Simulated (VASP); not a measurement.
# GaN (Fm-3m) in VASP: notebook, part 2 of 2

VASP 6.6.1.

## Step 5: Single point, r2SCAN (strain -4.0%)

POSCAR

```
GaN
1.0
    0.0000000000      2.0241746249      2.0241746249
    2.0241746249      0.0000000000      2.0241746249
    2.0241746249      2.0241746249      0.0000000000
Ga N
1 1
Direct
    0.0000000000      0.0000000000      0.0000000000
    0.5000000000      0.5000000000      0.5000000000
```

INCAR.step1

```
ALGO = Normal
EDIFF = 1E-4
ENCUT = 520
GGA = PE
ISMEAR = 0
LASPH = True
LCHARG = False
LREAL = False
LWAVE = True
NBANDS = 16
NELM = 100
PREC = Accurate
SIGMA = 0.01
```

INCAR.step2

```
ALGO = Normal
EDIFF = 1E-7
ENCUT = 520
ISIF = 2
ISMEAR = 0
ISTART = 1
LASPH = True
LCHARG = True
LELF = True
LMIXTAU = True
LREAL = False
LVHAR = True
LWAVE = False
METAGGA = R2SCAN
NBANDS = 16
NELM = 100
PREC = Accurate
SIGMA = 0.01
```

KPOINTS

```
k-points
0
Gamma
  10 10 10
```

Potentials or basis: VASP PAW PBE potentials, release 64 (Ga_d, N).

Started as:

```sh
$ cat potpaw_PBE.64/Ga_d/POTCAR potpaw_PBE.64/N/POTCAR > POTCAR
$ cp INCAR.step1 INCAR
$ mpirun -np 1 vasp_std > vasp.out
$ cp INCAR.step2 INCAR
$ mpirun -np 1 vasp_std > vasp.out
```

OUTCAR:

```text
EDIFF = 1E-7
   ENCUT = 520
   ISIF = 2
   ISMEAR = 0
   ISTART = 1
   LASPH = True
   LREAL = False
   METAGGA = R2SCAN
   NELM = 100
   PREC = Accurate

 ion  position               nearest neighbor table
   1  0.000  0.000  0.000-   2 2.02   2 2.02   2 2.02   2 2.02   2 2.02   2 2.02
   2  0.500  0.500  0.500-   1 2.02   1 2.02   1 2.02   1 2.02   1 2.02   1 2.02

  LATTYP: Found a face centered cubic cell.
 ALAT       =     4.0483492498

  Lattice vectors:

 A1 = (   0.0000000000,   2.0241746249,   2.0241746249)
 A2 = (   2.0241746249,   0.0000000000,   2.0241746249)
 A3 = (   2.0241746249,   2.0241746249,   0.0000000000)

Analysis of symmetry for initial positions (statically):
=====================================================================
 Subroutine PRICEL returns:
 Original cell was already a primitive cell.

 Routine SETGRP: Setting up the symmetry group for a
 face centered cubic supercell.

 Subroutine GETGRP returns: Found 48 space group operations
[... 9 lines left out ...]

 Routine SETGRP: Setting up the symmetry group for a
 face centered cubic supercell.
[... 147 lines left out ...]
  ---------------------------------------------------
  ext. energy  EPLUGINS =         0.00000000
  ---------------------------------------------------
  free energy    TOTEN  =       -20.71459315 eV

  energy without entropy =      -20.71459315  energy(sigma->0) =      -20.71459315

 E-fermi :   9.5329     XC(G=0): -15.0300

 val. band max:        9.3518664329   @ k =  -0.2000   0.2000   0.0000
 cond. band min:      11.3964572885   @ k =   0.5000   0.5000   0.0000
 fundamental gap:      2.0445908556
 Fermi energy:         9.5329107887

 k-point     1 :       0.0000    0.0000    0.0000
  band No.  band energies     occupation
      1     -10.0876      2.00000
      2      -4.9670      2.00000
      3      -4.9670      2.00000
      4      -4.9670      2.00000
      5      -4.8694      2.00000
      6      -4.8694      2.00000
[... 433 lines left out ...]
      3      -4.8190      2.00000
      4      -4.7409      2.00000
      5      -4.6484      2.00000
      6      -3.9968      2.00000
[... 8 lines left out ...]
     15      37.0549      0.00000
     16      39.0901      0.00000

 [... further k-points ...]
[... 5 lines left out ...]
  --------------------------------------------------------------------------------------
  -------------------------------------------------------------------------------------
  Total        4.2756142      4.2756142      4.2756142      0.0000000      0.0000000      0.0000000
  in kB      412.9858499    412.9858499    412.9858499      0.0000000      0.0000000      0.0000000
  external PRESSURE =     412.9858499 kB  Pullay stress =       0.0000000 kB

 VOLUME and BASIS-vectors are now :
 -----------------------------------------------------------------------------
  energy-cutoff  :      520.00
  volume of cell :       16.59
      direct lattice vectors                 reciprocal lattice vectors
     0.000000000  2.024174625  2.024174625    -0.247014261  0.247014261  0.247014261
     2.024174625  0.000000000  2.024174625     0.247014261 -0.247014261  0.247014261
     2.024174625  2.024174625  0.000000000     0.247014261  0.247014261 -0.247014261

 POSITION                                       TOTAL-FORCE (eV/Angst)
 -----------------------------------------------------------------------------------
      0.00000      0.00000      0.00000         0.000000      0.000000      0.000000
      2.02417      2.02417      2.02417        -0.000000     -0.000000     -0.000000
 -----------------------------------------------------------------------------------
    total drift:                                0.000000     -0.000000     -0.000000

  FREE ENERGIE OF THE ION-ELECTRON SYSTEM (eV)
  ---------------------------------------------------
  free  energy   TOTEN  =       -20.7145931490 eV

  energy  without entropy=      -20.7145931490  energy(sigma->0) =      -20.71459315
```

OSZICAR.step1:

```text
N       E                     dE             d eps       ncg     rms          rms(c)
DAV:   1     0.787067147524E+02    0.78707E+02   -0.91100E+03  1688   0.223E+03
DAV:   2    -0.836296577998E+01   -0.87070E+02   -0.80880E+02  1664   0.336E+02
DAV:   3    -0.127822347101E+02   -0.44193E+01   -0.44049E+01  1752   0.652E+01
DAV:   4    -0.128186076966E+02   -0.36373E-01   -0.36370E-01  1824   0.603E+00
DAV:   5    -0.128189879156E+02   -0.38022E-03   -0.38022E-03  1800   0.584E-01    0.779E+00
DAV:   6    -0.108467718798E+02    0.19722E+01   -0.41023E+00  2152   0.449E+01    0.247E+00
DAV:   7    -0.108344280357E+02    0.12344E-01   -0.30895E-01  1792   0.542E+00    0.164E+00
DAV:   8    -0.108216657853E+02    0.12762E-01   -0.24757E-02  1872   0.278E+00    0.401E-01
DAV:   9    -0.108199133714E+02    0.17524E-02   -0.67611E-03  1976   0.254E+00    0.954E-02
DAV:  10    -0.108198654676E+02    0.47904E-04   -0.36654E-04  1720   0.243E-01
   1 F= -.10819865E+02 E0= -.10819865E+02  d E =-.126882E-90
```

Wall time 2.8 min (1 thread of AMD EPYC 7R13, shared host); peak memory 0.12 GiB.

What came out:

```yaml
Free_energy: -20.7146 eV
Pressure: 41.3 GPa
Band_gap_on_the_k_mesh: 2.04 eV, indirect (least direct gap 5.15 eV)
```

Caveat: the cell differs from its parent crystal (strain -4.0%); the PAW data sets were made with another functional, which shifts forces and pressure a little. A k mesh can miss the band edges.

## Step 6: Single point, r2SCAN (strain -3.0%)

POSCAR

```
GaN
1.0
    0.0000000000      2.0452597773      2.0452597773
    2.0452597773      0.0000000000      2.0452597773
    2.0452597773      2.0452597773      0.0000000000
Ga N
1 1
Direct
    0.0000000000      0.0000000000      0.0000000000
    0.5000000000      0.5000000000      0.5000000000
```

INCAR.step1

```
  PREC = Accurate
  ENCUT = 520
  ISMEAR = 0
  SIGMA = 0.01
  LREAL = False
  LASPH = True
  NELM = 100
  NBANDS = 16
  GGA = PE
  ALGO = Normal
  EDIFF = 1E-4
  LWAVE = True
  LCHARG = False
```

INCAR.step2

```
  PREC = Accurate
  ENCUT = 520
  EDIFF = 1E-6
  ISMEAR = 0
  SIGMA = 0.01
  LREAL = False
  LASPH = True
  NELM = 100
  ALGO = Normal
  ISIF = 2
  LWAVE = False
  LCHARG = False
  METAGGA = R2SCAN
  LMIXTAU = True
  NBANDS = 16
  ISTART = 1
```

KPOINTS

```
Automatic mesh
0
Gamma
  10 10 10
```

Potentials or basis: VASP PAW PBE potentials, release 64 (Ga_d, N).

Started as:

```sh
$ cat potpaw_PBE.64/Ga_d/POTCAR potpaw_PBE.64/N/POTCAR > POTCAR
$ cp INCAR.step1 INCAR
$ mpirun -np 1 vasp_std > vasp.out
$ cp INCAR.step2 INCAR
$ mpirun -np 1 vasp_std > vasp.out
```

Wall time 2.3 min (1 thread of AMD EPYC 7R13, shared host); peak memory 0.12 GiB.

Results (log left out):

| Property | Result |
| --- | --- |
| Free energy | -20.8301 eV |
| Pressure | 29.1 GPa |
| Band gap on the k mesh | 1.82 eV, indirect (least direct gap 4.69 eV) |

Levels at points of the mesh, in eV from the valence-band top:
```csv
k point,band 7,band 8,band 9,band 10,band 11,band 12
"(0.00, 0.00, 0.00)",-0.63,-0.63,-0.63,4.06,16.09,16.09
"(0.50, 0.00, 0.00)",-8.85,-0.15,-0.15,5.85,10.45,10.45
"(0.50, 0.50, 0.00)",-8.01,-3.49,-3.49,1.82,8.66,14.16
```

Caveat: the cell differs from its parent crystal (strain -3.0%); the PAW data sets were made with another functional, which shifts forces and pressure a little.

## Step 7: The runs side by side

| level | cell | smearing | gap on the mesh (eV) | pressure (GPa) |
| --- | --- | --- | --- | --- |
| PBE | a = 3.012 Å, angles 60.0°, 2 atoms | fermi-dirac 0.02 eV | 0.47 | 2.1 |
| PBE | a = 3.042 Å, angles 60.0°, 2 atoms | fermi-dirac 0.02 eV | 0.29 | -3.9 |
| PBE | a = 3.071 Å, angles 60.0°, 2 atoms | fermi-dirac 0.02 eV | 0.12 | -9.1 |
| r2SCAN | a = 2.863 Å, angles 60.0°, 2 atoms | gaussian 0.01 eV | 2.04 | 41.3 |
| r2SCAN | a = 2.892 Å, angles 60.0°, 2 atoms | gaussian 0.01 eV | 1.82 | 29.1 |

Alike in all rows: task single point; potentials or basis VASP PAW PBE potentials, release 64 (Ga_d, N); no spin polarisation; k mesh 10 × 10 × 10; cutoff (eV) 520.

Caveats: the PAW data sets were made with another functional, which shifts forces and pressure a little (some runs).

Total energies depend on the potentials used, so only differences within one code and one set of settings carry meaning.
